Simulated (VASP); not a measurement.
Set up this calculation in VASP 6.6.1, as the native input.

| Item | Value |
| --- | --- |
| Task | relaxation of cell and atoms |
| Functional | PBE |
| Potentials or basis | VASP PAW PBE potentials, release 64 (Hf_pv, Be) |
| Cutoff | 600 eV |
| k mesh | 12 × 12 × 12 |
| Occupations | gaussian, width 0.1 eV |
| Spin | no spin polarisation |
| Dipole correction | no |
| Further INCAR settings | ALGO = Fast; EDIFF = 1e-06; IBRION = 2; EDIFFG = -0.01; NSW = 100; ISIF = 3 |

The structure of HfBe3 lies in POSCAR:

```
HfBe3
1.0
    3.6756302692      0.0000000000      0.0000000000
    0.0000000000      3.6756302692      0.0000000000
    0.0000000000      0.0000000000      3.6756302692
Hf Be
1 3
Direct
    0.0000000000      0.0000000000      0.0000000000
    0.0000000000      0.5000000000      0.5000000000
    0.5000000000      0.0000000000      0.5000000000
    0.5000000000      0.5000000000      0.0000000000
```

One way to write it, as run:

INCAR

```
  ALGO = Fast
  EDIFF = 1E-6
  EDIFFG = -0.01
  ENCUT = 600
  GGA = PE
  IBRION = 2
  ISIF = 3
  ISMEAR = 0
  LASPH = T
  LCHARG = F
  LREAL = F
  LWAVE = F
  NELM = 60
  NSW = 100
  PREC = Accurate
  SIGMA = 0.1
```

KPOINTS

```
k-points
0
Gamma
  12 12 12
```

Potentials or basis: VASP PAW PBE potentials, release 64 (Hf_pv, Be).

Run with:

```sh
$ cat potpaw_PBE.64/Hf_pv/POTCAR potpaw_PBE.64/Be/POTCAR > POTCAR
$ mpirun -np 1 vasp_std > vasp.out
```

It gave:

```json
{"Relaxed volume": "12.46 Å³/atom", "Relaxed cell": "a = 3.680 Å, b = 3.680 Å, c = 3.680 Å, α = 90.00°, β = 90.00°, γ = 90.00°", "Space group after relaxing (to 0.1 Å)": "Pm-3m (No. 221)", "Energy gained by relaxing": "0.1 meV/atom", "Ionic steps": "3", "Pressure after relaxing": "0.0 GPa", "Band gap on the k mesh": "zero (bands 8 and 9 overlap by 1.72 eV)"}
```

Caveat: spin-orbit coupling is left out, which moves the levels of the heavy elements.

Run time: 64 s on 1 thread of Intel(R) Xeon(R) 6975P-C (Granite Rapids), on a shared host, peak memory 0.22 GiB.
